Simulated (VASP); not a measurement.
# Cs2LiLaCl6 (Fm-3m) in VASP: a series of runs

The runs below take Cs2LiLaCl6 through single point, with LDA.

All numbers are computed with VASP 6.6.1; they aren't measurements. Logs are shortened: lines on timing, memory, paths and dates and some standing lists are left out, and cuts for length are marked.

## (1) The cell of the first run

The structure is cubic, space group Fm-3m (No. 225). The conventional cell has a = 10.855 Å, b = 10.855 Å, c = 10.855 Å, α = 90.00°, β = 90.00°, γ = 90.00°. Cs (site symmetry -43m) has 12 Cl at 3.84 Å and 4 Li at 4.70 Å and 4 La at 4.70 Å within 5.0 Å. Within 3.5 Å of Li (site symmetry m-3m) lie 6 Cl at 2.65 Å. Within 3.7 Å of La (site symmetry m-3m) lie 6 Cl at 2.78 Å. Cl (site symmetry 4mm) has 1 Li at 2.65 Å and 1 La at 2.78 Å within 3.5 Å.

## (2) Single point, LDA

The input, INCAR:

```
  PREC = Accurate
  ENCUT = 520
  EDIFF = 1E-6
  ISMEAR = 0
  SIGMA = 0.01
  LREAL = False
  LASPH = True
  NELM = 60
  ALGO = Normal
  ISIF = 2
  LWAVE = False
  LCHARG = False
  GGA = CA
  NBANDS = 48
```

The input, KPOINTS:

```
regular mesh
0
Gamma
  3 3 3
```

The input, POSCAR:

```
Cs2LiLaCl6
1.0
    0.0000000000      5.4273800000      5.4273800000
    5.4273800000      0.0000000000      5.4273800000
    5.4273800000      5.4273800000      0.0000000000
Cs Li La Cl
2 1 1 6
Direct
    0.7500000000      0.7500000000      0.7500000000
    0.2500000000      0.2500000000      0.2500000000
    0.5000000000      0.5000000000      0.5000000000
    0.0000000000      0.0000000000      0.0000000000
    0.7438400000      0.2561600000      0.2561600000
    0.2561600000      0.2561600000      0.7438400000
    0.2561600000      0.7438400000      0.7438400000
    0.2561600000      0.7438400000      0.2561600000
    0.7438400000      0.2561600000      0.7438400000
    0.7438400000      0.7438400000      0.2561600000
```

Potentials or basis: VASP PAW LDA potentials, release 64 (Cs_sv, Li_sv, La, Cl).

The run is started by

```bash
$ cat potpaw_LDA.64/Cs_sv/POTCAR potpaw_LDA.64/Li_sv/POTCAR potpaw_LDA.64/La/POTCAR potpaw_LDA.64/Cl/POTCAR > POTCAR
$ mpirun -np 1 vasp_std > vasp.out
```

OUTCAR:

```text
PREC = Accurate
   ENCUT = 520
   EDIFF = 1E-6
   ISMEAR = 0
   LREAL = False
   LASPH = True
   NELM = 60
   ISIF = 2
   GGA = CA

 ion  position               nearest neighbor table
   1  0.750  0.750  0.750-
   2  0.250  0.250  0.250-
   3  0.500  0.500  0.500-
   4  0.000  0.000  0.000-   5 2.78   6 2.78   7 2.78   8 2.78   9 2.78  10 2.78
   5  0.744  0.256  0.256-   4 2.78
   6  0.256  0.256  0.744-   4 2.78
   7  0.256  0.744  0.744-   4 2.78
   8  0.256  0.744  0.256-   4 2.78
   9  0.744  0.256  0.744-   4 2.78
  10  0.744  0.744  0.256-   4 2.78

  LATTYP: Found a face centered cubic cell.
 ALAT       =    10.8547600000

  Lattice vectors:

 A1 = (   0.0000000000,   5.4273800000,   5.4273800000)
 A2 = (   5.4273800000,   0.0000000000,   5.4273800000)
 A3 = (   5.4273800000,   5.4273800000,   0.0000000000)

Analysis of symmetry for initial positions (statically):
=====================================================================
 Subroutine PRICEL returns:
 Original cell was already a primitive cell.

 Routine SETGRP: Setting up the symmetry group for a
 face centered cubic supercell.

 Subroutine GETGRP returns: Found 48 space group operations
 (whereof 48 operations were pure point group operations)
 out of a pool of 48 trial point group operations.

The static configuration has the point symmetry O_h .

Analysis of symmetry for dynamics (positions and initial velocities):
=====================================================================
 Subroutine PRICEL returns:
 Original cell was already a primitive cell.

 Routine SETGRP: Setting up the symmetry group for a
 face centered cubic supercell.

 Subroutine GETGRP returns: Found 48 space group operations
 (whereof 48 operations were pure point group operations)
 out of a pool of 48 trial point group operations.

The dynamic configuration has the point symmetry O_h .

 Subroutine INISYM returns: Found 48 space group operations
 (whereof 48 operations are pure point group operations),
 and found     1 'primitive' translations

----------------------------------------------------------------------------------------

                                     Primitive cell

  volume of cell :     319.7427

  direct lattice vectors                    reciprocal lattice vectors
     0.000000000  5.427380000  5.427380000    -0.092125482  0.092125482  0.092125482
     5.427380000  0.000000000  5.427380000     0.092125482 -0.092125482  0.092125482
     5.427380000  5.427380000  0.000000000     0.092125482  0.092125482 -0.092125482

  length of vectors
     7.675474404  7.675474404  7.675474404     0.159566016  0.159566016  0.159566016

  position of ions in fractional coordinates (direct lattice)
     0.750000000  0.750000000  0.750000000
     0.250000000  0.250000000  0.250000000
     0.500000000  0.500000000  0.500000000
     0.000000000  0.000000000  0.000000000
     0.743840000  0.256160000  0.256160000
     0.256160000  0.256160000  0.743840000
     0.256160000  0.743840000  0.743840000
     0.256160000  0.743840000  0.256160000
     0.743840000  0.256160000  0.743840000
     0.743840000  0.743840000  0.256160000

  ion indices of the primitive-cell ions
   primitive index   ion index
                 1           1
                 2           2
                 3           3
                 4           4
                 5           5
                 6           6
                 7           7
                 8           8
                 9           9
                10          10

----------------------------------------------------------------------------------------

 KPOINTS: regular mesh

Automatic generation of k-mesh.
 Grid dimensions read from file:
 generate k-points for:    3    3    3

 Generating k-lattice:

  Cartesian coordinates                     Fractional coordinates (reciprocal lattice)
    -0.030708494  0.030708494  0.030708494     0.333333333  0.000000000  0.000000000
     0.030708494 -0.030708494  0.030708494     0.000000000  0.333333333  0.000000000
     0.030708494  0.030708494 -0.030708494     0.000000000  0.000000000  0.333333333

  Length of vectors
     0.053188672  0.053188672  0.053188672

  Shift w.r.t. Gamma in fractional coordinates (k-lattice)
     0.000000000  0.000000000  0.000000000

 Subroutine IBZKPT returns following result:
 ===========================================

 Found      4 irreducible k-points:

 Following reciprocal coordinates:
            Coordinates               Weight
  0.000000  0.000000  0.000000      1.000000
  0.333333  0.000000  0.000000      8.000000
  0.333333  0.333333  0.000000      6.000000
 -0.333333  0.333333  0.000000     12.000000
   k-points           NKPTS =      4   k-points in BZ     NKDIM =      4   number of bands    NBANDS=     48
   number of dos      NEDOS =    301   number of ions     NIONS =     10
   total plane-waves  NPLWV = 216000
   dimension x,y,z NGX =    60 NGY =   60 NGZ =   60
   dimension x,y,z NGXF=   120 NGYF=  120 NGZF=  120
   ions per type =               2   1   1   6
   NGX,Y,Z   is equivalent  to a cutoff of  13.00, 13.00, 13.00 a.u.
   NGXF,Y,Z  is equivalent  to a cutoff of  25.99, 25.99, 25.99 a.u.
 SYSTEM =  unknown system
   PREC   = accura    normal or accurate (medium, high low for compatibility)
   ISTART =      0    job   : 0-new  1-cont  2-samecut
   ICHARG =      2    charge: 1-file 2-atom 10-const
   ISPIN  =      1    spin polarized calculation?
   LNONCOLLINEAR =      F non collinear calculations
   LSORBIT =      F    spin-orbit coupling
   LASPH  =      T    aspherical Exc in radial PAW
   ENCUT  =  520.0 eV  38.22 Ry    6.18 a.u.  14.27 14.27 14.27*2*pi/ulx,y,z
   NELM   =     60;   NELMIN=  2; NELMDL= -5     # of ELM steps
   EDIFF  = 0.1E-05   stopping-criterion for ELM
   LREAL  =      F    real-space projection
   EDIFFG = 0.1E-04   stopping-criterion for IOM
   NSW    =      0    number of steps for IOM
   IBRION =     -1    ionic relax: 0-MD 1-quasi-New 2-CG
   NFREE  =      0    steps in history (QN), initial steepest desc. (CG)
   ISIF   =      2    stress and relaxation
   ISYM   =      2    0-nonsym 1-usesym 2-fastsym
   POTIM  = 0.5000    time-step for ionic-motion
   TEBEG  =    0.0;   TEEND  =   0.0 temperature during run
   PSTRESS=    0.0 pullay stress
   NELECT =      74.0000    total number of electrons
   NUPDOWN=      -1.0000    fix difference up-down
   EMIN   =  10.00;   EMAX   =-10.00  energy-range for DOS
   EFERMI =   0.00;   METHOD = LEGACY
   ISMEAR =     0;   SIGMA  =   0.01  broadening in eV -4-tet -1-fermi 0-gaus
   EFERMI_NEDOS =   21; number of points for ismear=-14 and -15
   IALGO  =     38    algorithm
   IMIX   =      4    mixing-type and parameters
     AMIX     =   0.40;   BMIX     =  1.00
     AMIX_MAG =   1.60;   BMIX_MAG =  1.00
  volume/ion in A,a.u.               =      31.97       215.77
  Fermi-wavevector in a.u.,A,eV,Ry     =   1.005121  1.899404 13.745544  1.010269
  Thomas-Fermi vector in A             =   2.137781
   LORBIT       =      0    0 simple, 1 ext, 2 COOP (PROOUT), +10 PAW based schemes
   GGA     = CA    functional components
   LHFCALC =     F    Hartree Fock is set to
   AEXX    =    0.0000 exact exchange contribution
   IVDW    =     0    specifies the selected vdW correction
   LEPSILON=     F    determine dielectric tensor
   LRPA    =     F    only Hartree local field effects (RPA)
 non-spin polarized calculation
 Gauss-broadening in eV      SIGMA  =   0.01
  energy-cutoff  :      520.00
  volume of cell :      319.74
 maximum number of plane-waves:      8616
 NGX is ok and might be reduce to    60
   NGX = 29   NGY = 29   NGZ = 29

 number of electron      73.9999996 magnetization

 Free energy of the ion-electron system (eV)
  ---------------------------------------------------
  ext. energy  EPLUGINS =         0.00000000
  ---------------------------------------------------
  free energy    TOTEN  =       -44.55431066 eV

  energy without entropy =      -44.55431066  energy(sigma->0) =      -44.55431066

 E-fermi :  -0.3703     XC(G=0):  -8.3565

 val. band max:       -0.4620233738   @ k =   0.0000   0.0000   0.0000
 cond. band min:       3.9134468142   @ k =   0.0000   0.0000   0.0000
 fundamental gap:      4.3754701880
 Fermi energy:        -0.3703063760

 k-point     1 :       0.0000    0.0000    0.0000
  band No.  band energies     occupation
      1     -43.2050      2.00000
      2     -30.5733      2.00000
      3     -19.4365      2.00000
      4     -19.4261      2.00000
      5     -14.8665      2.00000
      6     -14.8665      2.00000
[... 40 lines left out ...]
     47       4.4795      0.00000
     48       4.5507      0.00000

 k-point     2 :       0.3333    0.0000    0.0000
  band No.  band energies     occupation
      1     -43.2050      2.00000
      2     -30.5733      2.00000
      3     -19.4336      2.00000
      4     -19.4284      2.00000
      5     -14.8802      2.00000
      6     -14.8616      2.00000
[... 40 lines left out ...]
     47       4.7025      0.00000
     48       5.4238      0.00000

 k-point     3 :       0.3333    0.3333    0.0000
  band No.  band energies     occupation
      1     -43.2050      2.00000
      2     -30.5732      2.00000
      3     -19.4336      2.00000
      4     -19.4282      2.00000
      5     -14.8685      2.00000
      6     -14.8685      2.00000
[... 40 lines left out ...]
     47       4.9026      0.00000
     48       5.6285      0.00000

 k-point     4 :      -0.3333    0.3333    0.0000
  band No.  band energies     occupation
      1     -43.2050      2.00000
      2     -30.5732      2.00000
      3     -19.4308      2.00000
      4     -19.4308      2.00000
      5     -14.8751      2.00000
      6     -14.8682      2.00000
[... 40 lines left out ...]
     47       4.9491      0.00000
     48       6.3244      0.00000

------------------------ aborting loop because EDIFF is reached ----------------------------------------

  FORCE on cell =-STRESS in cart. coord.  units (eV):
  Direction    XX          YY          ZZ          XY          YZ          ZX
  --------------------------------------------------------------------------------------
  -------------------------------------------------------------------------------------
  Total       -5.7998965     -5.7998965     -5.7998965     -0.0000000      0.0000000      0.0000000
  in kB      -29.0623107    -29.0623107    -29.0623107     -0.0000000      0.0000000      0.0000000
  external PRESSURE =     -29.0623107 kB  Pullay stress =       0.0000000 kB

 VOLUME and BASIS-vectors are now :
 -----------------------------------------------------------------------------
  energy-cutoff  :      520.00
  volume of cell :      319.74
      direct lattice vectors                 reciprocal lattice vectors
     0.000000000  5.427380000  5.427380000    -0.092125482  0.092125482  0.092125482
     5.427380000  0.000000000  5.427380000     0.092125482 -0.092125482  0.092125482
     5.427380000  5.427380000  0.000000000     0.092125482  0.092125482 -0.092125482

 POSITION                                       TOTAL-FORCE (eV/Angst)
 -----------------------------------------------------------------------------------
      8.14107      8.14107      8.14107         0.000000     -0.000000      0.000000
      2.71369      2.71369      2.71369        -0.000000     -0.000000     -0.000000
      5.42738      5.42738      5.42738         0.000000     -0.000000      0.000000
      0.00000      0.00000      0.00000         0.000000     -0.000000      0.000000
      2.78056      5.42738      5.42738        -0.133149     -0.000000      0.000000
      5.42738      5.42738      2.78056         0.000000     -0.000000     -0.133149
      8.07420      5.42738      5.42738         0.133149     -0.000000      0.000000
      5.42738      2.78056      5.42738         0.000000     -0.133149      0.000000
      5.42738      8.07420      5.42738         0.000000      0.133149      0.000000
      5.42738      5.42738      8.07420         0.000000     -0.000000      0.133149
 -----------------------------------------------------------------------------------
    total drift:                               -0.000000     -0.000000     -0.000000

  FREE ENERGIE OF THE ION-ELECTRON SYSTEM (eV)
  ---------------------------------------------------
  free  energy   TOTEN  =       -44.5543106576 eV

  energy  without entropy=      -44.5543106576  energy(sigma->0) =      -44.55431066
```

It took 2.4 min on 1 thread of AMD EPYC 7R13, shared host; peak memory 0.38 GiB.

Results:

```
Free energy            : -44.5543 eV
Largest force          : 0.133 eV/Å
Band gap on the k mesh : 4.38 eV, direct
```

Forces in eV/Å, atoms in the order of the input:
```
Cs   0.000  0.000  0.000
Cs   0.000  0.000  0.000
Li   0.000  0.000  0.000
La   0.000  0.000  0.000
Cl  -0.133  0.000  0.000
Cl   0.000  0.000 -0.133
Cl   0.133  0.000  0.000
Cl   0.000 -0.133  0.000
Cl   0.000  0.133  0.000
Cl   0.000  0.000  0.133
```

Levels at points of the mesh, in eV from the valence-band top:
```tsv
k point	band 34	band 35	band 36	band 37	band 38	band 39	band 40	band 41
(0.00, 0.00, 0.00)	-0.27	0.00	0.00	0.00	4.38	4.46	4.46	4.46
```

Caveat: the cutoff is under 1.25 times the usual one of these potentials, so pressure, stress and relaxed cells hold a basis-set (Pulay) error; spin-orbit coupling is left out, which moves the levels of the heavy elements. Expect the measured gap to be larger: semilocal functionals such as LDA lack the derivative discontinuity.

## (3) Single point, LDA

The input, INCAR:

```
  ALGO = Normal
  EDIFF = 1E-7
  ENCUT = 520
  ISIF = 2
  ISMEAR = 0
  LASPH = T
  LCHARG = F
  LREAL = F
  LWAVE = F
  NBANDS = 48
  NELM = 80
  PREC = Accurate
  SIGMA = 0.01
```

The input, KPOINTS:

```
k-points
0
Gamma
  3 3 3
```

POSCAR is that of step 2.

Potentials or basis: VASP PAW LDA potentials, release 64 (Cs_sv, Li_sv, La, Cl).

The run is started by

```bash
$ cat potpaw_LDA.64/Cs_sv/POTCAR potpaw_LDA.64/Li_sv/POTCAR potpaw_LDA.64/La/POTCAR potpaw_LDA.64/Cl/POTCAR > POTCAR
$ mpirun -np 1 vasp_std > vasp.out
```

It took 3.2 min on 1 thread of AMD EPYC 7R13, shared host; peak memory 0.38 GiB.

The run converged. Its results:

```yaml
Free_energy: -44.5543 eV
Largest_force: 0.133 eV/Å
Band_gap_on_the_k_mesh: 4.38 eV, direct
```

Forces on the atoms (eV/Å):
```
Cs   0.000  0.000  0.000
Cs   0.000  0.000  0.000
Li   0.000  0.000  0.000
La   0.000  0.000  0.000
Cl  -0.133  0.000  0.000
Cl   0.000  0.000 -0.133
Cl   0.133  0.000  0.000
Cl   0.000 -0.133  0.000
Cl   0.000  0.133  0.000
Cl   0.000  0.000  0.133
```

Levels at points of the mesh, in eV from the valence-band top:
```tsv
k point	band 35	band 36	band 37	band 38	band 39	band 40
(0.00, 0.00, 0.00)	0.00	0.00	0.00	4.38	4.46	4.46
```

Caveat: the cutoff is under 1.25 times the usual one of these potentials, so pressure, stress and relaxed cells hold a basis-set (Pulay) error; spin-orbit coupling is left out, which moves the levels of the heavy elements. LDA gaps usually lie below the measured ones, often by a third to a half.
